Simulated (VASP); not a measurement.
Write the native input for VASP 6.6.1 that does the following.

```yaml
Task: single point
Functional: PBEsol
Potentials_or_basis: VASP PAW PBE potentials, release 64 (Zn, Cd, Si, P)
Cutoff: 520 eV
k_mesh: 1 × 1 × 1, shifted
Occupations: fermi-dirac, width 0.05 eV
Spin: no spin polarisation
Dipole_correction: no
Further_INCAR_settings: LREAL = Auto; ALGO = Normal; EDIFF = 1e-06; NBANDS = 246; ISYM = 0
```

The structure of Zn7CdSi8P16 lies in POSCAR:

```
Zn7CdSi8P16
1.0
   10.7725331572     -0.0000530106     -0.0000160150
   -0.0000529888     10.7769636173     -0.0000160151
   -0.0000149965     -0.0000150028     10.4618205357
Zn Cd Si P
14 2 16 32
Direct
    0.9996880000      0.0002610000      0.9995620000
    0.9992660000      0.4997220000      0.0002610000
    0.4975540000      0.9986500000      0.9988240000
    0.5001580000      0.5016730000      0.9986910000
    0.9985060000      0.2478010000      0.2486260000
    0.0001270000      0.7496470000      0.2500290000
    0.4999190000      0.7492010000      0.2499330000
    0.2515630000      0.9980010000      0.7518460000
    0.2486050000      0.5011490000      0.7526620000
    0.7497710000      0.9997690000      0.7509470000
    0.7504870000      0.4988350000      0.7508820000
    0.2496080000      0.7499780000      0.5007240000
    0.7513940000      0.2484650000      0.5022890000
    0.7492290000      0.7507800000      0.5008220000
    0.5028780000      0.2522100000      0.2503610000
    0.2490260000      0.2535860000      0.5032740000
    0.9978850000      0.9977250000      0.4998880000
    0.9980960000      0.5029030000      0.4990270000
    0.5020510000      0.9956230000      0.5002380000
    0.5035250000      0.5054510000      0.5019080000
    0.2478100000      0.9956890000      0.2483720000
    0.2472740000      0.5047650000      0.2474950000
    0.7526300000      0.9977240000      0.2485860000
    0.7526730000      0.5033920000      0.2499620000
    0.2482810000      0.2502570000      0.9982130000
    0.2500410000      0.7504420000      0.9983100000
    0.7521170000      0.2498960000      0.9995060000
    0.7504970000      0.7501460000      0.9993100000
    0.9983540000      0.2499440000      0.7497650000
    0.9999050000      0.7502420000      0.7494540000
    0.5026650000      0.2505980000      0.7511330000
    0.5006530000      0.7504720000      0.7508310000
    0.1326510000      0.1242720000      0.1247120000
    0.1308190000      0.6277590000      0.1226650000
    0.6389630000      0.1172460000      0.1174190000
    0.6327670000      0.6250400000      0.1242510000
    0.1104420000      0.1169890000      0.6315270000
    0.1170890000      0.6245060000      0.6249880000
    0.6169220000      0.1237340000      0.6243080000
    0.6197150000      0.6273590000      0.6272900000
    0.3599500000      0.3814710000      0.1184010000
    0.3666790000      0.8729210000      0.1238360000
    0.8671560000      0.3745440000      0.1253490000
    0.8693240000      0.8728860000      0.1240050000
    0.3735700000      0.1037240000      0.3748960000
    0.3743460000      0.6176200000      0.3749420000
    0.8742960000      0.1163960000      0.3747430000
    0.8743870000      0.6213640000      0.3752290000
    0.1170500000      0.3895540000      0.3669530000
    0.1231120000      0.8803750000      0.3752180000
    0.6336620000      0.3909390000      0.3830050000
    0.6265620000      0.8806810000      0.3734490000
    0.1228360000      0.3666020000      0.8736840000
    0.1243610000      0.8672460000      0.8745600000
    0.6257250000      0.3668430000      0.8767820000
    0.6243250000      0.8674500000      0.8752580000
    0.3910800000      0.3838540000      0.6327040000
    0.3832320000      0.8734480000      0.6256660000
    0.8828200000      0.3751510000      0.6242460000
    0.8805810000      0.8737280000      0.6252580000
    0.3748530000      0.1335370000      0.8742940000
    0.3748770000      0.6332880000      0.8745020000
    0.8748470000      0.1331170000      0.8746000000
    0.8750130000      0.6322780000      0.8744770000
```

These files were run (other wordings do the same):

INCAR

```
PREC = Accurate
ENCUT = 520
EDIFF = 1E-6
ISMEAR = -1
SIGMA = 0.05
LREAL = Auto
LASPH = True
NELM = 60
ALGO = Normal
ISIF = 2
LWAVE = False
LCHARG = True
GGA = PS
LELF = True
LVHAR = True
NBANDS = 246
ISYM = 0
```

KPOINTS

```
Automatic mesh
0
Gamma
  1 1 1
  0.25 0.25 0.25
```

Potentials or basis: VASP PAW PBE potentials, release 64 (Zn, Cd, Si, P).

The run is started by

```console
$ cat potpaw_PBE.64/Zn/POTCAR potpaw_PBE.64/Cd/POTCAR potpaw_PBE.64/Si/POTCAR potpaw_PBE.64/P/POTCAR > POTCAR
$ mpirun -np 1 vasp_std > vasp.out
```

Results of the run:

| Property | Result |
| --- | --- |
| Pressure | 0.2 GPa |
| Largest force | 0.131 eV/Å |
| Band gap on the k mesh | 1.76 eV (least direct gap 1.77 eV) |

Caveat: the PAW data sets were made with another functional, which shifts forces and pressure a little; a shifted mesh leaves out Γ, where band edges can lie.

It took 26 min on 1 thread of Intel(R) Xeon(R) Platinum 8559C (Emerald Rapids), with other jobs on the host, peak memory 1.5 GiB.
